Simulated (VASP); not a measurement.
A run of VASP 6.6.1 is set up as follows.

The input INCAR:

```
PREC = Accurate
ENCUT = 520
EDIFF = 1E-6
ISMEAR = 0
SIGMA = 0.1
LREAL = F
LASPH = T
NELM = 60
ALGO = Normal
ISIF = 2
LWAVE = F
LCHARG = F
LDIPOL = T
IDIPOL = 3
DIPOL = 0.5 0.5 0.319
GGA = PE
NBANDS = 86
```

KPOINTS

```
Automatic mesh
0
Gamma
  5 5 1
```

File POSCAR:

```
Ti12Si
1.0
    5.8150893847      0.0000000000      0.0000000000
    0.0000000000      5.8150893847      0.0000000000
    0.0000000000      0.0000000000     19.3059825436
Ti Si
12 1
Direct
    0.2500000000      0.2500000000      0.2071896621
    0.2500000000      0.7500000000      0.2071896621
    0.7500000000      0.2500000000      0.2071896621
    0.7500000000      0.7500000000      0.2071896621
    0.0000000000      0.0000000000      0.3057583574
    0.0000000000      0.5000000000      0.3057583574
    0.5000000000      0.0000000000      0.3057583574
    0.5000000000      0.5000000000      0.3057583574
    0.2500000000      0.2500000000      0.4043297214
    0.2500000000      0.7500000000      0.4043297214
    0.7500000000      0.2500000000      0.4043297214
    0.7500000000      0.7500000000      0.4043297214
    0.5000000000      0.5000000000      0.4827656741
```

Potentials or basis: VASP PAW PBE potentials, release 64 (Ti_sv, Si).

Launch:

```sh
$ cat potpaw_PBE.64/Ti_sv/POTCAR potpaw_PBE.64/Si/POTCAR > POTCAR
$ mpirun -np 1 vasp_std > vasp.out
```

(1) Predict the largest force.

(2) Predict the band gap on the k mesh.

## Answers

(1) 0.434 eV/Å.

(2) zero (bands 74 and 75 overlap by 0.22 eV).
